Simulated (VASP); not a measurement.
Crystal: C.

```
CELL_PARAMETERS angstrom
2.11304 -1.22004 0.00000
2.11304 1.22004 0.00000
-1.36981 0.00000 3.47932
ATOMIC_POSITIONS crystal
C 0.16664 0.16664 0.99991
C 0.83336 0.83336 0.00009
```

Base run:

| Quantity | Value |
| --- | --- |
| Program | VASP 6.6.1 |
| Functional | PBEsol |
| Potentials or basis | VASP PAW PBE potentials, release 64 (C) |
| Cutoff | 520 eV |
| k mesh | 13 × 13 × 8 |
| Occupations | fermi-dirac, width 0.05 eV |
| Spin | no spin polarisation |

Its results: band gap on the k mesh 0.92 eV, indirect (least direct gap 0.93 eV); pressure 7.3 GPa; largest force 0.004 eV/Å.

Problem. The run is repeated on the same cell with these changes: functional from PBEsol to LDA; potentials or basis from VASP PAW PBE potentials, release 64 (C) to VASP PAW LDA potentials, release 64 (C). What comes out?

Solution. Band gap on the k mesh 0.91 eV, indirect (least direct gap 0.92 eV); pressure 2.2 GPa; largest force 0.003 eV/Å.

Caveats: the PAW data sets were made with another functional, which shifts forces and pressure a little (some runs); this functional lacks dispersion, which binds the layers, so the pressure and a relaxed spacing across them are unreliable (some runs).

A k mesh can miss the band edges.
